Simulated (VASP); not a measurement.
A run of VASP 6.6.1:

The input INCAR:

```
SYSTEM = Ga
  PREC = Accurate
  ENCUT = 520
  EDIFF = 1E-6
  ISMEAR = -1
  SIGMA = 0.05
  LREAL = .FALSE.
  LASPH = .TRUE.
  NELM = 100
  ALGO = Fast
  ISIF = 2
  LWAVE = .FALSE.
  LCHARG = .FALSE.
  GGA = PS
  NBANDS = 20
```

The input KPOINTS:

```
Automatic mesh
0
G
  10 10 8
  0 0 0
```

The input POSCAR:

```
Ga
1.0
    1.3830000000     -4.0265000000      0.0000000000
    1.3830000000      4.0265000000      0.0000000000
   -0.1174474948      0.0000000000      3.3299294416
Ga
2
Direct
    0.1310000000      0.8690000000      0.7500000000
    0.8690000000      0.1310000000      0.2500000000
```

Potentials or basis: VASP PAW PBE potentials, release 64 (Ga_d).

Command:

```bash
$ cat potpaw_PBE.64/Ga_d/POTCAR > POTCAR
$ mpirun -np 1 vasp_std > vasp.out
```

Hardware: 1 thread of AMD EPYC 7R13 Processor (Zen 3) (shared host).

Problem. How long does it take, and how much memory?

Solution. Run time: 2.1 min on 1 thread of AMD EPYC 7R13 Processor (Zen 3), with other jobs on the host, peak memory 0.24 GiB. Counts: scf iterations 12, k points 227.
